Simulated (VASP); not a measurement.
**Li4SiC2: single point with PBE**

Crystal: Li4SiC2.

```
Li Si C
1.0
    -2.86076    2.86076    2.49709
     2.86076   -2.86076    2.49709
     2.86076    2.86076   -2.49709
Li Si C
4 1 2
Direct
  0.27381 0.50000 0.77381
  0.50000 0.27381 0.77381
  0.50000 0.72619 0.22619
  0.72619 0.50000 0.22619
  0.00000 0.00000 0.00000
  0.75000 0.25000 0.50000
  0.25000 0.75000 0.50000
```

```
Program             : VASP 6.6.1
Task                : single point
Functional          : PBE
Potentials or basis : VASP PAW PBE potentials, release 64 (Li_sv, Si, C)
Cutoff              : 520 eV
k mesh              : 4 × 4 × 4
Occupations         : gaussian, width 0.1 eV
Spin                : no spin polarisation
```

- Largest force: 2.373 eV/Å
- Band gap on the k mesh: zero (band 12 reaches 4.16 eV, above the bottom of band 13 at 2.80 eV)

Forces in eV/Å, atoms in the order of the input:
```
Li   0.000 -2.373  0.000
Li  -2.373  0.000  0.000
Li   2.373  0.000  0.000
Li   0.000  2.373  0.000
Si   0.000  0.000  0.000
C    0.000  0.000  0.000
C    0.000  0.000  0.000
```

Levels at points of the mesh, in eV from the Fermi level:
| k point | band 8 | band 9 | band 10 | band 11 | band 12 | band 13 | band 14 | band 15 | band 16 | band 17 |
| --- | --- | --- | --- | --- | --- | --- | --- | --- | --- | --- |
| (0.00, 0.00, 0.00) | -3.05 | -1.77 | -1.77 | -1.15 | -0.83 | -0.83 | 1.52 | 1.75 | 2.09 | 2.09 |
| (0.50, 0.00, 0.00) | -2.91 | -2.88 | -0.96 | -0.43 | -0.39 | 0.36 | 0.54 | 1.37 | 3.23 | 4.67 |
| (0.50, 0.50, 0.00) | -3.46 | -2.88 | -1.08 | -0.93 | -0.24 | 0.72 | 1.50 | 1.51 | 2.45 | 4.01 |
| (0.50, 0.50, 0.50) | -3.86 | -3.86 | -2.76 | -0.74 | 0.36 | 0.36 | 1.36 | 3.29 | 3.29 | 4.11 |

Run time: 21 s on 1 thread of Intel(R) Xeon(R) Platinum 8375C CPU @ 2.90GHz (Ice Lake), on a shared host, peak memory 0.2 GiB.

Caveat: the k points lie up to 0.42 Å⁻¹ apart; forces of over 1 eV/Å act on the atoms, so gaps and moduli don't describe the material at rest.
